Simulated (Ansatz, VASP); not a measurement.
# CdF2: VASP beside Ansatz

The input INCAR:

```
SYSTEM = CdF2
  PREC = Accurate
  ENCUT = 700
  EDIFF = 1E-6
  ISMEAR = -1
  SIGMA = 0.05
  LREAL = .False.
  LASPH = .True.
  NELM = 120
  ALGO = Normal
  ISIF = 2
  LWAVE = .False.
  LCHARG = .False.
  GGA = PE
  NBANDS = 24
  GGA_COMPAT = .False.
```

KPOINTS

```
Automatic mesh
0
Gamma
  9 9 9
  0 0 0
```

File POSCAR:

```
CdF2
1.0
    0.0000000000      2.6575901313      2.6575901313
    2.6575901313      0.0000000000      2.6575901313
    2.6575901313      2.6575901313      0.0000000000
Cd F
1 2
Direct
    0.0000000000      0.0000000000      0.0000000000
    0.7500000000      0.7500000000      0.7500000000
    0.2500000000      0.2500000000      0.2500000000
```

The input input.yaml:

```yaml
crystal:
  lattice:
    - [0.0, 2.6575901313, 2.6575901313]
    - [2.6575901313, 0.0, 2.6575901313]
    - [2.6575901313, 2.6575901313, 0.0]
  atoms:
    - { symbol: Cd, position: [0.0, 0.0, 0.0] }
    - { symbol: F, position: [0.75, 0.75, 0.75] }
    - { symbol: F, position: [0.25, 0.25, 0.25] }
hamiltonian:
  xc: pbe
  pseudopotentials: { kind: paw, azcp: { folder: soft_1 } }
kpoints:
  mp_grid: { grid: [9, 9, 9] }
scf:
  occupations: { method: fermi_dirac, width: 0.05 }
output:
  forces: true
  stress: true
  eigenvalues: true
```

Alike in both runs: task single point; functional PBE; k mesh 9 × 9 × 9; occupations fermi-dirac, width 0.05 eV; no spin polarisation.

|  | VASP | Ansatz |
| --- | --- | --- |
| version | VASP 6.6.1 | Ansatz 0.2.0 |
| potentials or method | VASP PAW PBE potentials, release 64 (Cd_sv_GW, F) | Ansatz PAW soft_1 |
| plane-wave cutoff (eV) | 700 | 420 |
| valence electrons in the cell | 34 | 34 |

VASP gave:

| Property | Result |
| --- | --- |
| gap on the k mesh at the Fermi level (eV) | 3.27 |
| least direct gap on the mesh (eV) | 3.68 |
| pressure (GPa) | 10.3 |

Which values does Ansatz return?

gap on the k mesh at the Fermi level (eV): 3.28; least direct gap on the mesh (eV): 3.69; pressure (GPa): 10.8.

Noted on Ansatz's run: odd divisions of the mesh miss points on the zone boundary, where band edges often lie, so the gap on the mesh can be too wide.
